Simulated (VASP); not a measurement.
# Ta2C (P-3m1) in VASP: a series of runs, part 2 of 2

VASP 6.6.1. The steps go on from the part before.

## 3. Single point, r2SCAN (volume scaled by 0.94, then relaxed in part)

POSCAR reads:

```
Ta2C
1.0
    3.0454587117      0.0000000000      0.0000000000
   -1.5227293558      2.6374446105      0.0000000000
    0.0000000000      0.0000000000      4.8452717580
Ta C
2 1
Direct
    0.3333333333      0.6666666667      0.2565666196
    0.6666666667      0.3333333333      0.7434333804
    0.0000000000      0.0000000000      0.0000000000
```

INCAR.step1 reads:

```
ALGO = Normal
EDIFF = 1E-4
ENCUT = 520
GGA = PE
ISMEAR = 0
LASPH = T
LCHARG = F
LREAL = F
LWAVE = T
NBANDS = 20
NELM = 100
PREC = Accurate
SIGMA = 0.1
```

INCAR.step2 reads:

```
ALGO = Normal
EDIFF = 1E-6
ENCUT = 520
ISIF = 2
ISMEAR = 0
ISTART = 1
LASPH = T
LCHARG = F
LMIXTAU = T
LREAL = F
LWAVE = F
METAGGA = R2SCAN
NBANDS = 20
NELM = 100
PREC = Accurate
SIGMA = 0.1
```

KPOINTS reads:

```
k-points
0
Gamma
  18 18 8
```

Potentials or basis: VASP PAW PBE potentials, release 64 (Ta_pv, C).

Run with:

```console
cat potpaw_PBE.64/Ta_pv/POTCAR potpaw_PBE.64/C/POTCAR > POTCAR
cp INCAR.step1 INCAR
mpirun -np 1 vasp_std > vasp.out
cp INCAR.step2 INCAR
mpirun -np 1 vasp_std > vasp.out
```

OUTCAR:

```text
EDIFF = 1E-6
   ENCUT = 520
   ISIF = 2
   ISMEAR = 0
   ISTART = 1
   LASPH = T
   LREAL = F
   METAGGA = R2SCAN
   NELM = 100
   PREC = Accurate

 ion  position               nearest neighbor table
   1  0.333  0.667  0.257-   3 2.15   3 2.15   3 2.15   2 2.94   2 2.94   2 2.94   2 3.05   2 3.05
                             2 3.05
   2  0.667  0.333  0.743-   3 2.15   3 2.15   3 2.15   1 2.94   1 2.94   1 2.94   1 3.05   1 3.05
                             1 3.05
   3  0.000  0.000  0.000-   1 2.15   2 2.15   1 2.15   2 2.15   2 2.15   1 2.15

  LATTYP: Found a hexagonal cell.
 ALAT       =     3.0454587117
 C/A-ratio  =     1.5909825799

  Lattice vectors:

 A1 = (   3.0454587117,   0.0000000000,   0.0000000000)
 A2 = (  -1.5227293558,   2.6374446105,   0.0000000000)
 A3 = (   0.0000000000,   0.0000000000,   4.8452717580)

Analysis of symmetry for initial positions (statically):
=====================================================================
 Subroutine PRICEL returns:
 Original cell was already a primitive cell.

 Routine SETGRP: Setting up the symmetry group for a
 hexagonal supercell.

 Subroutine GETGRP returns: Found 12 space group operations
 (whereof 12 operations were pure point group operations)
 out of a pool of 24 trial point group operations.

The static configuration has the point symmetry D_3d.

Analysis of symmetry for dynamics (positions and initial velocities):
=====================================================================
 Subroutine PRICEL returns:
 Original cell was already a primitive cell.

 Routine SETGRP: Setting up the symmetry group for a
 hexagonal supercell.

 Subroutine GETGRP returns: Found 12 space group operations
 (whereof 12 operations were pure point group operations)
 out of a pool of 24 trial point group operations.

The dynamic configuration has the point symmetry D_3d.

 Subroutine INISYM returns: Found 12 space group operations
 (whereof 12 operations are pure point group operations),
 and found     1 'primitive' translations

----------------------------------------------------------------------------------------

                                     Primitive cell

  volume of cell :      38.9183

  direct lattice vectors                    reciprocal lattice vectors
     3.045458712  0.000000000  0.000000000     0.328357760  0.189577441  0.000000000
    -1.522729356  2.637444610  0.000000000     0.000000000  0.379154882  0.000000000
     0.000000000  0.000000000  4.845271758     0.000000000  0.000000000  0.206386772

  length of vectors
     3.045458712  3.045458712  4.845271758     0.379154882  0.379154882  0.206386772

  position of ions in fractional coordinates (direct lattice)
     0.333333333  0.666666667  0.256566620
     0.666666667  0.333333333  0.743433380
     0.000000000  0.000000000  0.000000000

  ion indices of the primitive-cell ions
   primitive index   ion index
                 1           1
                 2           2
                 3           3

----------------------------------------------------------------------------------------

 KPOINTS: k-points

Automatic generation of k-mesh.
 Grid dimensions read from file:
 generate k-points for:   18   18    8

 Generating k-lattice:

  Cartesian coordinates                     Fractional coordinates (reciprocal lattice)
     0.018242098  0.010532080  0.000000000     0.055555556  0.000000000  0.000000000
     0.000000000  0.021064160  0.000000000     0.000000000  0.055555556  0.000000000
     0.000000000  0.000000000  0.025798347     0.000000000  0.000000000  0.125000000

  Length of vectors
     0.021064160  0.021064160  0.025798347

  Shift w.r.t. Gamma in fractional coordinates (k-lattice)
     0.000000000  0.000000000  0.000000000

 Subroutine IBZKPT returns following result:
 ===========================================

 Found    266 irreducible k-points:

 Following reciprocal coordinates:
            Coordinates               Weight
  0.000000  0.000000  0.000000      1.000000
  0.055556  0.000000  0.000000      6.000000
  0.111111  0.000000  0.000000      6.000000
  0.166667 -0.000000  0.000000      6.000000
  0.222222  0.000000  0.000000      6.000000
  0.277778  0.000000  0.000000      6.000000
[... 16 lines left out ...]
  0.333333  0.111111  0.000000     12.000000
  0.388889  0.111111  0.000000     12.000000
 [... further k-points ...]
   k-points           NKPTS =    266   k-points in BZ     NKDIM =    266   number of bands    NBANDS=     20
   number of dos      NEDOS =    301   number of ions     NIONS =      3
   total plane-waves  NPLWV =  20736
   dimension x,y,z NGX =    24 NGY =   24 NGZ =   36
   dimension x,y,z NGXF=    48 NGYF=   48 NGZF=   72
   ions per type =               2   1
   NGX,Y,Z   is equivalent  to a cutoff of  13.10, 13.10, 12.35 a.u.
   NGXF,Y,Z  is equivalent  to a cutoff of  26.20, 26.20, 24.70 a.u.
 SYSTEM =  unknown system
   PREC   = accura    normal or accurate (medium, high low for compatibility)
   ISTART =      1    job   : 0-new  1-cont  2-samecut
   ICHARG =      0    charge: 1-file 2-atom 10-const
   ISPIN  =      1    spin polarized calculation?
   LNONCOLLINEAR =      F non collinear calculations
   LSORBIT =      F    spin-orbit coupling
   LASPH  =      T    aspherical Exc in radial PAW
   ENCUT  =  520.0 eV  38.22 Ry    6.18 a.u.   5.66  5.66  9.01*2*pi/ulx,y,z
   NELM   =    100;   NELMIN=  2; NELMDL=  0     # of ELM steps
   EDIFF  = 0.1E-05   stopping-criterion for ELM
   LREAL  =      F    real-space projection
   EDIFFG = 0.1E-04   stopping-criterion for IOM
   NSW    =      0    number of steps for IOM
   IBRION =     -1    ionic relax: 0-MD 1-quasi-New 2-CG
   NFREE  =      0    steps in history (QN), initial steepest desc. (CG)
   ISIF   =      2    stress and relaxation
   ISYM   =      2    0-nonsym 1-usesym 2-fastsym
   POTIM  = 0.5000    time-step for ionic-motion
   TEBEG  =    0.0;   TEEND  =   0.0 temperature during run
   PSTRESS=    0.0 pullay stress
   NELECT =      26.0000    total number of electrons
   NUPDOWN=      -1.0000    fix difference up-down
   EMIN   =  10.00;   EMAX   =-10.00  energy-range for DOS
   EFERMI =   0.00;   METHOD = LEGACY
   ISMEAR =     0;   SIGMA  =   0.10  broadening in eV -4-tet -1-fermi 0-gaus
   EFERMI_NEDOS =   21; number of points for ismear=-14 and -15
   IALGO  =     38    algorithm
   IMIX   =      4    mixing-type and parameters
     AMIX     =   0.40;   BMIX     =  1.00
     AMIX_MAG =   1.60;   BMIX_MAG =  1.00
  volume/ion in A,a.u.               =      12.97        87.54
  Fermi-wavevector in a.u.,A,eV,Ry     =   1.431137  2.704457 27.866815  2.048153
  Thomas-Fermi vector in A             =   2.550906
   LORBIT       =      0    0 simple, 1 ext, 2 COOP (PROOUT), +10 PAW based schemes
   METAGGA = R2SCAN    functional components
   LHFCALC =     F    Hartree Fock is set to
   AEXX    =    0.0000 exact exchange contribution
   IVDW    =     0    specifies the selected vdW correction
   LEPSILON=     F    determine dielectric tensor
   LRPA    =     F    only Hartree local field effects (RPA)
 non-spin polarized calculation
 Gauss-broadening in eV      SIGMA  =   0.10
  energy-cutoff  :      520.00
  volume of cell :       38.92
 maximum number of plane-waves:      1087
 NGX is ok and might be reduce to    24
   NGX = 11   NGY = 11   NGZ = 19

 number of electron      26.0000003 magnetization

 Free energy of the ion-electron system (eV)
  ---------------------------------------------------
  ext. energy  EPLUGINS =         0.00000000
  ---------------------------------------------------
  free energy    TOTEN  =      -109.01130310 eV

  energy without entropy =     -109.00831484  energy(sigma->0) =     -109.00980897

 E-fermi :   7.1117     XC(G=0): -14.2258

 val. band max:        7.1095836957   @ k =   0.0000   0.0000   0.0000
 cond. band min:       7.1116635853   @ k =   0.0000   0.0556   0.2500
 fundamental gap:      0.0020798897
 Fermi energy:         7.1116609253

 k-point     1 :       0.0000    0.0000    0.0000
  band No.  band energies     occupation
      1     -29.0739      2.00000
      2     -28.1792      2.00000
      3     -28.1792      2.00000
      4     -28.0382      2.00000
      5     -28.0382      2.00000
      6     -27.9476      2.00000
[... 12 lines left out ...]
     19       9.9968      0.00000
[... 513 lines left out ...]
      4     -28.4575      2.00000
      5     -28.2087      2.00000
      6     -28.1960      2.00000
[... 12 lines left out ...]
     19      13.4605      0.00000
     20      13.8620      0.00000

 [... further k-points ...]

------------------------ aborting loop because EDIFF is reached ----------------------------------------

  FORCE on cell =-STRESS in cart. coord.  units (eV):
  Direction    XX          YY          ZZ          XY          YZ          ZX
  --------------------------------------------------------------------------------------
  -------------------------------------------------------------------------------------
  Total        4.9310759      4.9310759      4.9080924      0.0000000      0.0000000      0.0000000
  in kB      203.0009460    203.0009460    202.0547688      0.0000000      0.0000000      0.0000000
  external PRESSURE =     202.6855536 kB  Pullay stress =       0.0000000 kB

 VOLUME and BASIS-vectors are now :
 -----------------------------------------------------------------------------
  energy-cutoff  :      520.00
  volume of cell :       38.92
      direct lattice vectors                 reciprocal lattice vectors
     3.045458712  0.000000000  0.000000000     0.328357760  0.189577441  0.000000000
    -1.522729356  2.637444610  0.000000000     0.000000000  0.379154882  0.000000000
     0.000000000  0.000000000  4.845271758     0.000000000  0.000000000  0.206386772

 POSITION                                       TOTAL-FORCE (eV/Angst)
 -----------------------------------------------------------------------------------
     -0.00000      1.75830      1.24313        -0.000000     -0.000000      0.055340
      1.52273      0.87915      3.60214         0.000000      0.000000     -0.055340
      0.00000      0.00000      0.00000         0.000000      0.000000      0.000000
 -----------------------------------------------------------------------------------
    total drift:                               -0.000000      0.000000      0.000000

  FREE ENERGIE OF THE ION-ELECTRON SYSTEM (eV)
  ---------------------------------------------------
  free  energy   TOTEN  =      -109.0113031022 eV

  energy  without entropy=     -109.0083148435  energy(sigma->0) =     -109.00980897
```

OUTCAR.step1:

```text
EDIFF = 1E-4
   ENCUT = 520
   GGA = PE
   ISMEAR = 0
[... 781 lines left out ...]
     -0.00000      1.75830      1.24313         0.000000      0.000000      0.031467
      1.52273      0.87915      3.60214        -0.000000     -0.000000     -0.031467
      0.00000      0.00000      0.00000         0.000000      0.000000      0.000000
 -----------------------------------------------------------------------------------
    total drift:                               -0.000000      0.000000      0.000000

  FREE ENERGIE OF THE ION-ELECTRON SYSTEM (eV)
  ---------------------------------------------------
  free  energy   TOTEN  =       -34.4750748983 eV

  energy  without entropy=      -34.4718184703  energy(sigma->0) =      -34.47344668
```

Wall time 5.7 min (1 thread of Intel Xeon 6975P-C, shared host); peak memory 0.32 GiB.

What came out:

| Property | Result |
| --- | --- |
| Free energy | -109.0113 eV |
| Pressure | 20.3 GPa |
| Largest force | 0.055 eV/Å |
| Band gap on the k mesh | zero (band 13 reaches 7.63 eV, above the bottom of band 14 at 6.83 eV) |

Forces in eV/Å, atoms in the order of the input:
```
Ta   0.000  0.000  0.055
Ta   0.000  0.000 -0.055
C    0.000  0.000  0.000
```

Caveat: the PAW data sets were made with another functional, which shifts forces and pressure a little; spin-orbit coupling is left out, which moves the levels of the heavy elements.

## 4. Single point, r2SCAN (volume scaled by 0.97, then relaxed in part)

POSCAR reads:

```
Ta2C
1.0
    3.0782827536      0.0000000000      0.0000000000
   -1.5391413768      2.6658710647      0.0000000000
    0.0000000000      0.0000000000      4.8938475326
Ta C
2 1
Direct
    0.3333333333      0.6666666667      0.2551199921
    0.6666666667      0.3333333333      0.7448800079
    0.0000000000      0.0000000000      0.0000000000
```

INCAR.step1 reads:

```
SYSTEM = Ta2C
PREC = Accurate
ENCUT = 520
ISMEAR = 0
SIGMA = 0.1
LREAL = .FALSE.
LASPH = .TRUE.
NELM = 100
NBANDS = 20
GGA = PE
ALGO = Normal
EDIFF = 1E-4
LWAVE = .TRUE.
LCHARG = .FALSE.
```

INCAR.step2 reads:

```
SYSTEM = Ta2C
PREC = Accurate
ENCUT = 520
EDIFF = 1E-6
ISMEAR = 0
SIGMA = 0.1
LREAL = .FALSE.
LASPH = .TRUE.
NELM = 100
ALGO = Normal
ISIF = 2
LWAVE = .FALSE.
LCHARG = .FALSE.
METAGGA = R2SCAN
LMIXTAU = .TRUE.
NBANDS = 20
ISTART = 1
```

KPOINTS reads:

```
Automatic mesh
0
G
  18 18 8
  0 0 0
```

Potentials or basis: VASP PAW PBE potentials, release 64 (Ta_pv, C).

Run with:

```console
cat potpaw_PBE.64/Ta_pv/POTCAR potpaw_PBE.64/C/POTCAR > POTCAR
cp INCAR.step1 INCAR
mpirun -np 1 vasp_std > vasp.out
cp INCAR.step2 INCAR
mpirun -np 1 vasp_std > vasp.out
```

OUTCAR:

```text
SYSTEM = Ta2C
   PREC = Accurate
   ENCUT = 520
   EDIFF = 1E-6
   ISMEAR = 0
   LREAL = .FALSE.
   LASPH = .TRUE.
   NELM = 100
   ISIF = 2
   METAGGA = R2SCAN
   ISTART = 1

 ion  position               nearest neighbor table
   1  0.333  0.667  0.255-   3 2.17   3 2.17   3 2.17   2 2.98   2 2.98   2 2.98   2 3.06   2 3.06
                             2 3.06
   2  0.667  0.333  0.745-   3 2.17   3 2.17   3 2.17   1 2.98   1 2.98   1 2.98   1 3.06   1 3.06
                             1 3.06
   3  0.000  0.000  0.000-   1 2.17   2 2.17   2 2.17   1 2.17   2 2.17   1 2.17

  LATTYP: Found a hexagonal cell.
 ALAT       =     3.0782827536
 C/A-ratio  =     1.5897979245

  Lattice vectors:

 A1 = (   3.0782827536,   0.0000000000,   0.0000000000)
 A2 = (  -1.5391413768,   2.6658710647,   0.0000000000)
 A3 = (   0.0000000000,   0.0000000000,   4.8938475326)

Analysis of symmetry for initial positions (statically):
=====================================================================
 Subroutine PRICEL returns:
 Original cell was already a primitive cell.

 Routine SETGRP: Setting up the symmetry group for a
 hexagonal supercell.
[... 167 lines left out ...]

  energy without entropy =     -109.12316687  energy(sigma->0) =     -109.12481445

 E-fermi :   6.8367     XC(G=0): -14.0365

 val. band max:        6.8298605338   @ k =  -0.1667   0.4444   0.3750
 cond. band min:       6.8442818464   @ k =   0.0000   0.0556   0.2500
 fundamental gap:      0.0144213127
 Fermi energy:         6.8367210661

 k-point     1 :       0.0000    0.0000    0.0000
  band No.  band energies     occupation
      1     -29.3686      2.00000
      2     -28.5753      2.00000
      3     -28.5753      2.00000
      4     -28.4483      2.00000
      5     -28.4483      2.00000
      6     -28.3580      2.00000
[... 541 lines left out ...]
     19      12.9102      0.00000
     20      13.3036      0.00000

 [... further k-points ...]

------------------------ aborting loop because EDIFF is reached ----------------------------------------

  FORCE on cell =-STRESS in cart. coord.  units (eV):
  Direction    XX          YY          ZZ          XY          YZ          ZX
  --------------------------------------------------------------------------------------
  -------------------------------------------------------------------------------------
  Total        2.4634753      2.4634753      2.4381362      0.0000000     -0.0000000      0.0000000
  in kB       98.2789970     98.2789970     97.2681050      0.0000000     -0.0000000      0.0000000
  external PRESSURE =      97.9420330 kB  Pullay stress =       0.0000000 kB

 VOLUME and BASIS-vectors are now :
 -----------------------------------------------------------------------------
  energy-cutoff  :      520.00
  volume of cell :       40.16
      direct lattice vectors                 reciprocal lattice vectors
     3.078282754  0.000000000  0.000000000     0.324856448  0.187555957  0.000000000
    -1.539141377  2.665871065  0.000000000     0.000000000  0.375111915  0.000000000
     0.000000000  0.000000000  4.893847533     0.000000000  0.000000000  0.204338201

 POSITION                                       TOTAL-FORCE (eV/Angst)
 -----------------------------------------------------------------------------------
     -0.00000      1.77725      1.24852        -0.000000      0.000000      0.050322
      1.53914      0.88862      3.64533         0.000000     -0.000000     -0.050322
      0.00000      0.00000      0.00000        -0.000000      0.000000      0.000000
 -----------------------------------------------------------------------------------
    total drift:                               -0.000000      0.000000     -0.000000

  FREE ENERGIE OF THE ION-ELECTRON SYSTEM (eV)
  ---------------------------------------------------
  free  energy   TOTEN  =      -109.1264620347 eV

  energy  without entropy=     -109.1231668653  energy(sigma->0) =     -109.12481445
```

OUTCAR.step1:

```text
SYSTEM = Ta2C
   PREC = Accurate
   ENCUT = 520
   ISMEAR = 0
   LREAL = .FALSE.
   LASPH = .TRUE.
   NELM = 100
[... 779 lines left out ...]
     -0.00000      1.77725      1.24852        -0.000000     -0.000000      0.019451
      1.53914      0.88862      3.64533        -0.000000      0.000000     -0.019451
      0.00000      0.00000      0.00000         0.000000      0.000000      0.000000
 -----------------------------------------------------------------------------------
    total drift:                               -0.000000      0.000000     -0.000000

  FREE ENERGIE OF THE ION-ELECTRON SYSTEM (eV)
  ---------------------------------------------------
  free  energy   TOTEN  =       -34.6089371397 eV

  energy  without entropy=      -34.6053541925  energy(sigma->0) =      -34.60714567
```

Run time: 6.6 min. Hardware: 1 thread of Intel Xeon 6975P-C, shared host; peak memory 0.32 GiB.

Results:

* Free energy: -109.1265 eV
* Pressure: 9.8 GPa
* Largest force: 0.050 eV/Å
* Band gap on the k mesh: zero (band 13 reaches 7.35 eV, above the bottom of band 14 at 6.58 eV)

Forces on the atoms (eV/Å):
```
Ta   0.000  0.000  0.050
Ta   0.000  0.000 -0.050
C    0.000  0.000  0.000
```

Stress tensor (GPa, compression positive):
```
9.83 0.00 0.00
0.00 9.83 0.00
0.00 0.00 9.73
```

Levels at points of the mesh, in eV from the Fermi level:
| k point | band 10 | band 11 | band 12 | band 13 | band 14 | band 15 | band 16 | band 17 |
| --- | --- | --- | --- | --- | --- | --- | --- | --- |
| (0.00, 0.00, 0.00) | -3.89 | -3.47 | 0.01 | 0.52 | 0.52 | 1.23 | 1.23 | 2.48 |
| (0.50, 0.00, 0.00) | -4.36 | -4.05 | -2.16 | -0.40 | 3.45 | 3.70 | 4.88 | 5.52 |
| (0.00, 0.00, 0.50) | -4.18 | -2.11 | -1.75 | -0.26 | -0.26 | 3.14 | 3.14 | 3.75 |
| (0.50, 0.00, 0.50) | -3.88 | -2.69 | -1.50 | -1.20 | 1.42 | 1.49 | 4.69 | 5.14 |

Caveat: the PAW data sets were made with another functional, which shifts forces and pressure a little; spin-orbit coupling is left out, which moves the levels of the heavy elements.

## 5. The runs side by side

```tsv
cell	gap on the mesh (eV)	pressure (GPa)	largest force (eV/Å)
a = 3.118, b = 3.118, c = 4.954 Å, angles 90.0, 90.0, 120.0°, 3 atoms	none	-1.2	0.05
a = 3.045, b = 3.045, c = 4.845 Å, angles 90.0, 90.0, 120.0°, 3 atoms	none	20.3	0.06
a = 3.078, b = 3.078, c = 4.894 Å, angles 90.0, 90.0, 120.0°, 3 atoms	none	9.8	0.05
```

Alike in all rows: task single point; level r2SCAN; potentials or basis VASP PAW PBE potentials, release 64 (Ta_pv, C); no spin polarisation; k mesh 18 × 18 × 8; cutoff (eV) 520; smearing gaussian 0.1 eV.

Caveats: the PAW data sets were made with another functional, which shifts forces and pressure a little; spin-orbit coupling is left out, which moves the levels of the heavy elements.

Absolute energies hang on the potentials; compare differences alone.
